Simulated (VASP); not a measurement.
# Re in VASP: further runs

The runs below take Re through single point, relaxation of cell and atoms, with LDA, r2SCAN, PBE.

All numbers are computed with VASP 6.6.1; they aren't measurements. Logs are shortened: lines on timing, memory, paths and dates and some standing lists are left out, and cuts for length are marked.

## (1) The cell of the first run

It takes space group P6_3/mmc (No. 194, hexagonal). Conventional cell: a = 2.766 Å, b = 2.766 Å, c = 8.939 Å, α = 90.00°, β = 90.00°, γ = 120.00°. Within 3.6 Å of Re (site symmetry -6m2) lie 12 Re at 2.75 to 2.77 Å. Re (site symmetry -3m) has 12 Re at 2.75 to 2.77 Å within 3.6 Å.

## (2) Single point, LDA

Contents of INCAR:

```
SYSTEM = Re
PREC = Accurate
ENCUT = 520
EDIFF = 1E-6
ISMEAR = -1
SIGMA = 0.05
LREAL = .False.
LASPH = .True.
NELM = 60
ALGO = Normal
ISIF = 2
LWAVE = .False.
LCHARG = .False.
NBANDS = 22
```

Contents of KPOINTS:

```
regular mesh
0
Gamma
  11 11 3
  0 0 0
```

Contents of POSCAR:

```
Re
1.0
    2.7663873939      0.0000000000      0.0000000000
   -1.3831936969      2.3957617598      0.0000000000
    0.0000000000      0.0000000000      8.9388451600
Re
4
Direct
    0.6666666667      0.3333333333      0.7500000000
    0.0000000000      0.0000000000      0.5000000000
    0.3333333333      0.6666666667      0.2500000000
    0.0000000000      0.0000000000      0.0000000000
```

Potentials or basis: VASP PAW LDA potentials, release 64 (Re).

The run is started by

```
> cat potpaw_LDA.64/Re/POTCAR > POTCAR
> mpirun -np 1 vasp_std > vasp.out
```

OUTCAR:

```text
SYSTEM = Re
   PREC = Accurate
   ENCUT = 520
   EDIFF = 1E-6
   ISMEAR = -1
   LREAL = .False.
   LASPH = .True.
   NELM = 60
   ISIF = 2

 ion  position               nearest neighbor table
   1  0.667  0.333  0.750-   2 2.75   4 2.75   2 2.75   4 2.75   2 2.75   4 2.75
   2  0.000  0.000  0.500-   1 2.75   3 2.75   3 2.75   1 2.75   1 2.75   3 2.75
   3  0.333  0.667  0.250-   2 2.75   4 2.75   2 2.75   4 2.75   2 2.75   4 2.75
   4  0.000  0.000  0.000-   1 2.75   3 2.75   3 2.75   1 2.75   1 2.75   3 2.75

  LATTYP: Found a hexagonal cell.
 ALAT       =     2.7663873939
 C/A-ratio  =     3.2312340563

  Lattice vectors:

 A1 = (   2.7663873939,   0.0000000000,   0.0000000000)
 A2 = (  -1.3831936969,   2.3957617598,   0.0000000000)
 A3 = (   0.0000000000,   0.0000000000,   8.9388451600)

Analysis of symmetry for initial positions (statically):
=====================================================================
 Subroutine PRICEL returns:
 Original cell was already a primitive cell.

 Routine SETGRP: Setting up the symmetry group for a
 hexagonal supercell.

 Subroutine GETGRP returns: Found 24 space group operations
 (whereof 12 operations were pure point group operations)
 out of a pool of 24 trial point group operations.

The static configuration has the point symmetry D_3d.
 The point group associated with its full space group is D_6h.

Analysis of symmetry for dynamics (positions and initial velocities):
=====================================================================
 Subroutine PRICEL returns:
 Original cell was already a primitive cell.

 Routine SETGRP: Setting up the symmetry group for a
 hexagonal supercell.

 Subroutine GETGRP returns: Found 24 space group operations
 (whereof 12 operations were pure point group operations)
 out of a pool of 24 trial point group operations.

The dynamic configuration has the point symmetry D_3d.
 The point group associated with its full space group is D_6h.

 Subroutine INISYM returns: Found 24 space group operations
 (whereof 12 operations are pure point group operations),
 and found     1 'primitive' translations

----------------------------------------------------------------------------------------

                                     Primitive cell

  volume of cell :      59.2431

  direct lattice vectors                    reciprocal lattice vectors
     2.766387394  0.000000000  0.000000000     0.361482272  0.208701887  0.000000000
    -1.383193697  2.395761760  0.000000000     0.000000000  0.417403774  0.000000000
     0.000000000  0.000000000  8.938845160     0.000000000  0.000000000  0.111871274

  length of vectors
     2.766387394  2.766387394  8.938845160     0.417403774  0.417403774  0.111871274

  position of ions in fractional coordinates (direct lattice)
     0.666666667  0.333333333  0.750000000
     0.000000000  0.000000000  0.500000000
     0.333333333  0.666666667  0.250000000
     0.000000000  0.000000000  0.000000000

  ion indices of the primitive-cell ions
   primitive index   ion index
                 1           1
                 2           2
                 3           3
                 4           4

----------------------------------------------------------------------------------------

 KPOINTS: regular mesh

Automatic generation of k-mesh.
 Grid dimensions read from file:
 generate k-points for:   11   11    3

 Generating k-lattice:

  Cartesian coordinates                     Fractional coordinates (reciprocal lattice)
     0.032862025  0.018972899  0.000000000     0.090909091  0.000000000  0.000000000
     0.000000000  0.037945798  0.000000000     0.000000000  0.090909091  0.000000000
     0.000000000  0.000000000  0.037290425     0.000000000  0.000000000  0.333333333

  Length of vectors
     0.037945798  0.037945798  0.037290425

  Shift w.r.t. Gamma in fractional coordinates (k-lattice)
     0.000000000  0.000000000  0.000000000

 Subroutine IBZKPT returns following result:
 ===========================================

 Found     32 irreducible k-points:

 Following reciprocal coordinates:
            Coordinates               Weight
  0.000000  0.000000  0.000000      1.000000
  0.090909 -0.000000  0.000000      6.000000
  0.181818  0.000000  0.000000      6.000000
  0.272727  0.000000  0.000000      6.000000
  0.363636  0.000000  0.000000      6.000000
  0.454545  0.000000  0.000000      6.000000
[... 16 lines left out ...]
  0.090909  0.090909  0.333333     12.000000
  0.181818  0.090909  0.333333     24.000000
 [... further k-points ...]
   k-points           NKPTS =     32   k-points in BZ     NKDIM =     32   number of bands    NBANDS=     22
   number of dos      NEDOS =    301   number of ions     NIONS =      4
   total plane-waves  NPLWV =  40320
   dimension x,y,z NGX =    24 NGY =   24 NGZ =   70
   dimension x,y,z NGXF=    48 NGYF=   48 NGZF=  140
   ions per type =               4
   NGX,Y,Z   is equivalent  to a cutoff of  14.42, 14.42, 13.02 a.u.
   NGXF,Y,Z  is equivalent  to a cutoff of  28.85, 28.85, 26.04 a.u.
 SYSTEM =  Re
   PREC   = accura    normal or accurate (medium, high low for compatibility)
   ISTART =      0    job   : 0-new  1-cont  2-samecut
   ICHARG =      2    charge: 1-file 2-atom 10-const
   ISPIN  =      1    spin polarized calculation?
   LNONCOLLINEAR =      F non collinear calculations
   LSORBIT =      F    spin-orbit coupling
   LASPH  =      T    aspherical Exc in radial PAW
   ENCUT  =  520.0 eV  38.22 Ry    6.18 a.u.   5.14  5.14 16.62*2*pi/ulx,y,z
   NELM   =     60;   NELMIN=  2; NELMDL= -5     # of ELM steps
   EDIFF  = 0.1E-05   stopping-criterion for ELM
   LREAL  =      F    real-space projection
   EDIFFG = 0.1E-04   stopping-criterion for IOM
   NSW    =      0    number of steps for IOM
   IBRION =     -1    ionic relax: 0-MD 1-quasi-New 2-CG
   NFREE  =      0    steps in history (QN), initial steepest desc. (CG)
   ISIF   =      2    stress and relaxation
   ISYM   =      2    0-nonsym 1-usesym 2-fastsym
   POTIM  = 0.5000    time-step for ionic-motion
   TEBEG  =    0.0;   TEEND  =   0.0 temperature during run
   PSTRESS=    0.0 pullay stress
   NELECT =      28.0000    total number of electrons
   NUPDOWN=      -1.0000    fix difference up-down
   EMIN   =  10.00;   EMAX   =-10.00  energy-range for DOS
   EFERMI =   0.00;   METHOD = LEGACY
   ISMEAR =    -1;   SIGMA  =   0.05  broadening in eV -4-tet -1-fermi 0-gaus
   EFERMI_NEDOS =   21; number of points for ismear=-14 and -15
   IALGO  =     38    algorithm
   IMIX   =      4    mixing-type and parameters
     AMIX     =   0.40;   BMIX     =  1.00
     AMIX_MAG =   1.60;   BMIX_MAG =  1.00
  volume/ion in A,a.u.               =      14.81        99.95
  Fermi-wavevector in a.u.,A,eV,Ry     =   1.275209  2.409796 22.125236  1.626159
  Thomas-Fermi vector in A             =   2.407934
   LORBIT       =      0    0 simple, 1 ext, 2 COOP (PROOUT), +10 PAW based schemes
   GGA     = CA    functional components
   LHFCALC =     F    Hartree Fock is set to
   AEXX    =    0.0000 exact exchange contribution
   IVDW    =     0    specifies the selected vdW correction
   LEPSILON=     F    determine dielectric tensor
   LRPA    =     F    only Hartree local field effects (RPA)
 non-spin polarized calculation
  energy-cutoff  :      520.00
  volume of cell :       59.24
 maximum number of plane-waves:      1607
 NGX is ok and might be reduce to    24
   NGX = 11   NGY = 11   NGZ = 33

 number of electron      27.9999999 magnetization

 Free energy of the ion-electron system (eV)
  ---------------------------------------------------
  ext. energy  EPLUGINS =         0.00000000
  ---------------------------------------------------
  free energy    TOTEN  =       -55.00575722 eV

  energy without entropy =      -54.98101014  energy(sigma->0) =      -54.99338368

 E-fermi :   7.8504     XC(G=0): -13.8062

 val. band max:        7.8444216803   @ k =   0.3636   0.2727   0.3333
 cond. band min:       7.8795583657   @ k =   0.2727   0.0000   0.0000
 fundamental gap:      0.0351366854
 Fermi energy:         7.8503554710

 k-point     1 :       0.0000    0.0000    0.0000
  band No.  band energies     occupation
      1      -1.9852      2.00000
      2       0.3070      2.00000
      3       0.3879      2.00000
      4       1.2226      2.00000
      5       5.3397      2.00000
      6       5.4321      2.00000
[... 14 lines left out ...]
     21      10.3213      0.00000
     22      10.3213      0.00000

 k-point     2 :       0.0909   -0.0000    0.0000
  band No.  band energies     occupation
      1      -1.6508      2.00000
      2       0.6189      2.00000
      3       0.6964      2.00000
      4       1.5407      2.00000
      5       4.9264      2.00000
      6       5.2028      2.00000
[... 14 lines left out ...]
     21      10.2651      0.00000
     22      10.3904      0.00000

 k-point     3 :       0.1818    0.0000    0.0000
  band No.  band energies     occupation
      1      -0.7291      2.00000
      2       1.3649      2.00000
      3       1.4263      2.00000
      4       2.3193      2.00000
      5       4.2718      2.00000
      6       4.6827      2.00000
[... 14 lines left out ...]
     21      10.4925      0.00000
     22      10.6777      0.00000
[... 476 lines left out ...]
 k-point    23 :       0.0909    0.0909    0.3333
  band No.  band energies     occupation
      1      -0.7248      2.00000
      2       0.0933      2.00000
      3       2.0069      2.00000
      4       2.1433      2.00000
      5       4.6555      2.00000
      6       4.8966      2.00000
[... 14 lines left out ...]
     21      10.7277      0.00000
     22      11.3995      0.00000

 k-point    24 :       0.1818    0.0909    0.3333
  band No.  band energies     occupation
      1       0.3196      2.00000
      2       0.9606      2.00000
      3       2.7463      2.00000
      4       2.9823      2.00000
      5       3.8789      2.00000
      6       4.1686      2.00000
[... 14 lines left out ...]
     21      10.8368      0.00000
     22      11.5233      0.00000

 [... further k-points ...]

------------------------ aborting loop because EDIFF is reached ----------------------------------------

  FORCE on cell =-STRESS in cart. coord.  units (eV):
  Direction    XX          YY          ZZ          XY          YZ          ZX
  --------------------------------------------------------------------------------------
  -------------------------------------------------------------------------------------
  Total       -4.1898796     -4.1898796     -4.2916454     -0.0000000     -0.0000000      0.0000000
  in kB     -113.3115264   -113.3115264   -116.0636911     -0.0000000     -0.0000000      0.0000000
  external PRESSURE =    -114.2289146 kB  Pullay stress =       0.0000000 kB

 VOLUME and BASIS-vectors are now :
 -----------------------------------------------------------------------------
  energy-cutoff  :      520.00
  volume of cell :       59.24
      direct lattice vectors                 reciprocal lattice vectors
     2.766387394  0.000000000  0.000000000     0.361482272  0.208701887  0.000000000
    -1.383193697  2.395761760  0.000000000     0.000000000  0.417403774  0.000000000
     0.000000000  0.000000000  8.938845160     0.000000000  0.000000000  0.111871274

 POSITION                                       TOTAL-FORCE (eV/Angst)
 -----------------------------------------------------------------------------------
      1.38319      0.79859      6.70413        -0.000000      0.000000     -0.000000
      0.00000      0.00000      4.46942        -0.000000      0.000000      0.000000
     -0.00000      1.59717      2.23471         0.000000     -0.000000      0.000000
      0.00000      0.00000      0.00000        -0.000000      0.000000      0.000000
 -----------------------------------------------------------------------------------
    total drift:                               -0.000000      0.000000      0.000000

  FREE ENERGIE OF THE ION-ELECTRON SYSTEM (eV)
  ---------------------------------------------------
  free  energy   TOTEN  =       -55.0057572234 eV

  energy  without entropy=      -54.9810101396  energy(sigma->0) =      -54.99338368
```

It took 49 s on 1 thread of Intel Xeon 8259CL, shared host; peak memory 0.18 GiB.

What came out:

```
Free energy            : -55.0058 eV
Pressure               : -11.4 GPa
Band gap on the k mesh : zero (bands 14 and 15 overlap by 2.46 eV)
```

Stress tensor (GPa, compression positive):
```
-11.33   0.00   0.00
  0.00 -11.33   0.00
  0.00   0.00 -11.61
```

Levels at points of the mesh, in eV from the Fermi level:
```tsv
k point	band 11	band 12	band 13	band 14	band 15	band 16	band 17	band 18
(0.00, 0.00, 0.00)	-1.65	-1.23	-1.23	-1.12	-1.12	0.61	0.61	0.63
```

Caveat: the cell stands under tension; spin-orbit coupling is left out, which moves the levels of the heavy elements.

## (3) Single point, r2SCAN

This run uses another cell than the first one, of 14.71 Å³/atom.

Contents of POSCAR:

```
Re
1.0
    2.7599867891      0.0000000000      0.0000000000
   -1.3799933945      2.3902186735      0.0000000000
    0.0000000000      0.0000000000      8.9165291387
Re
4
Direct
    0.6666666667      0.3333333333      0.7500000000
    0.0000000000      0.0000000000      0.5000000000
    0.3333333333      0.6666666667      0.2500000000
    0.0000000000      0.0000000000      0.0000000000
```

Contents of INCAR.step1:

```
ALGO = Normal
EDIFF = 1E-4
ENCUT = 520
GGA = PE
ISMEAR = -1
LASPH = T
LCHARG = F
LREAL = F
LWAVE = T
NBANDS = 22
NELM = 100
PREC = Accurate
SIGMA = 0.05
```

Contents of INCAR.step2:

```
ALGO = Normal
EDIFF = 1E-6
ENCUT = 520
ISIF = 2
ISMEAR = -1
ISTART = 1
LASPH = T
LCHARG = T
LELF = T
LMIXTAU = T
LREAL = F
LVHAR = T
LWAVE = F
METAGGA = R2SCAN
NBANDS = 22
NELM = 100
PREC = Accurate
SIGMA = 0.05
```

Contents of KPOINTS:

```
k-points
0
Gamma
  8 8 3
```

Potentials or basis: VASP PAW PBE potentials, release 64 (Re).

The run is started by

```
> cat potpaw_PBE.64/Re/POTCAR > POTCAR
> cp INCAR.step1 INCAR
> mpirun -np 1 vasp_std > vasp.out
> cp INCAR.step2 INCAR
> mpirun -np 1 vasp_std > vasp.out
```

It took 1.8 min on 1 thread of Intel Xeon Platinum 8259CL at 2.50GHz (Skylake/Cascade Lake), shared host; peak memory 0.2 GiB.

Results (log left out):

```yaml
Free_energy: -209.7987 eV
Pressure: 0.0 GPa
Band_gap_on_the_k_mesh: zero (bands 14 and 15 overlap by 2.51 eV)
```

Stress tensor (GPa, compression positive):
```
 0.07  0.00  0.00
 0.00  0.07  0.00
 0.00  0.00 -0.07
```

Levels at points of the mesh, in eV from the Fermi level:
```csv
k point,band 11,band 12,band 13,band 14,band 15,band 16,band 17,band 18
"(0.00, 0.00, 0.00)",-1.74,-1.30,-1.30,-1.21,-1.21,0.41,0.68,0.68
"(0.50, 0.00, 0.00)",-0.90,0.30,0.35,1.09,2.10,4.02,4.07,4.18
```

Caveat: the PAW data sets were made with another functional, which shifts forces and pressure a little; spin-orbit coupling is left out, which moves the levels of the heavy elements.

(Part 1 of 3 ends here.)
